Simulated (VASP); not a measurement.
Input of a VASP 6.6.1 run:

INCAR

```
SYSTEM = CuI
ALGO = Normal
EDIFF = 1E-7
ENCUT = 520
GGA = PS
ISIF = 2
ISMEAR = -1
LASPH = .TRUE.
LCHARG = .FALSE.
LREAL = .FALSE.
LWAVE = .FALSE.
NBANDS = 16
NELM = 60
PREC = Accurate
SIGMA = 0.05
```

Contents of KPOINTS:

```
k-points
0
G
  8 8 8
  0 0 0
```

POSCAR

```
CuI
1.0
    0.0000000000      2.6972165792      2.6972165792
    2.6972165792      0.0000000000      2.6972165792
    2.6972165792      2.6972165792      0.0000000000
I Cu
1 1
Direct
    0.0000000000      0.0000000000      0.0000000000
    0.7500000000      0.7500000000      0.7500000000
```

Potentials or basis: VASP PAW PBE potentials, release 64 (I, Cu).

Command:

```bash
$ cat potpaw_PBE.64/I/POTCAR potpaw_PBE.64/Cu/POTCAR > POTCAR
$ mpirun -np 1 vasp_std > vasp.out
```

Q: Predict the pressure.

A: 30.0 GPa.

Q: Estimate the band gap on the k mesh.

A: 1.74 eV, indirect (least direct gap 2.20 eV).

Caveat: the PAW data sets were made with another functional, which shifts forces and pressure a little; spin-orbit coupling is left out, which moves the levels of the heavy elements. A k mesh can miss the band edges.
